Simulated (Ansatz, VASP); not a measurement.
**One calculation of LiH, two programs**

The input INCAR:

```
  ALGO = Normal
  EDIFF = 1E-7
  ENCUT = 520
  GGA = CA
  ISIF = 2
  ISMEAR = -1
  LASPH = True
  LCHARG = False
  LREAL = False
  LWAVE = False
  NBANDS = 9
  NELM = 60
  PREC = Accurate
  SIGMA = 0.03
```

Contents of KPOINTS:

```
k-points
0
Gamma
  11 11 11
```

POSCAR

```
LiH
1.0
    0.0000000000      1.9910087660      1.9910087660
    1.9910087660      0.0000000000      1.9910087660
    1.9910087660      1.9910087660      0.0000000000
Li H
1 1
Direct
    0.0000000000      0.0000000000      0.0000000000
    0.5000000000      0.5000000000      0.5000000000
```

Input for Ansatz:

```yaml
crystal:
  lattice:
    - [0.0, 1.991008766, 1.991008766]
    - [1.991008766, 0.0, 1.991008766]
    - [1.991008766, 1.991008766, 0.0]
  atoms:
    - { symbol: Li, position: [0.0, 0.0, 0.0] }
    - { symbol: H, position: [0.5, 0.5, 0.5] }
kpoints:
  mp_grid: { grid: [11, 11, 11] }
  band_path:
    path:
      - [0.0, 0.0, 0.0]
      - [0.5, 0.0, 0.5]
      - [0.625, 0.25, 0.625]
      - [0.375, 0.375, 0.75]
      - [0.0, 0.0, 0.0]
      - [0.5, 0.5, 0.5]
      - [0.5, 0.25, 0.75]
      - [0.5, 0.0, 0.5]
    npoints: 5
scf:
  occupations: { method: fermi_dirac, width: 0.03 }
hamiltonian:
  xc: lda
  pseudopotentials: { kind: all_electron, lapw: { basis_error: 0.001 } }
output:
  forces: true
  stress: true
  eigenvalues: true
```

Change from the starting cell: volume scaled by 0.94.

Alike in both runs: task single point; functional LDA; k mesh 11 × 11 × 11; occupations fermi-dirac, width 0.03 eV; no spin polarisation.

```csv
,VASP,Ansatz
version,VASP 6.6.1,Ansatz 0.2.0
potentials or method,"VASP PAW LDA potentials, release 64 (Li_sv, H), cutoff 520 eV","all-electron LAPW, scalar-relativistic"
```

|  | VASP | Ansatz | Ansatz less VASP |
| --- | --- | --- | --- |
| gap on the k mesh at the Fermi level (eV) | 2.79 | 2.80 | +0.010 |

LDA's correlation is that of Perdew and Zunger in VASP and of Perdew and Wang (1992) in Ansatz. Ansatz ran all-electron here, and VASP with PAW potentials.

Noted on VASP's run: the cutoff is short for stress, so the pressure is rough.
